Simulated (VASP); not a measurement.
Runs of VASP 6.6.1 on BN (Qingsongite). The structure is that of space group F-43m (No. 216), or close to it. The cells are those of the table. 

| cell | gap on the mesh (eV) | pressure (GPa) |
| --- | --- | --- |
| a = 2.556 Å, angles 60.0°, 2 atoms | 4.46 | 3.0 |
| a = 2.582, b = 2.582, c = 2.607 Å, angles 59.7, 59.7, 60.7°, 2 atoms | 4.08 | -11.2 |
| a = 2.539, b = 2.539, c = 2.522 Å, angles 60.2, 60.2, 59.6°, 2 atoms | 4.36 | (a) |
| a = 2.565, b = 2.565, c = 2.573 Å, angles 59.9, 59.9, 60.2°, 2 atoms | 4.33 | -2.0 |
| a = 2.573, b = 2.573, c = 2.590 Å, angles 59.8, 59.8, 60.4°, 2 atoms | 4.20 | (b) |
| a = 2.531, b = 2.531, c = 2.505 Å, angles 60.3, 60.3, 59.3°, 2 atoms | 4.31 | 19.8 |
| a = 2.548, b = 2.548, c = 2.539 Å, angles 60.1, 60.1, 59.8°, 2 atoms | 4.41 | 8.3 |

Alike in all rows: task single point; level PBE; potentials or basis VASP PAW PBE potentials, release 64 (B, N); no spin polarisation; k mesh 10 × 10 × 10; cutoff (eV) 600; smearing gaussian 0.05 eV.

Problem. Fill in the values left out.

Solution. (a) 13.9; (b) -6.7.

A k mesh can miss the band edges.
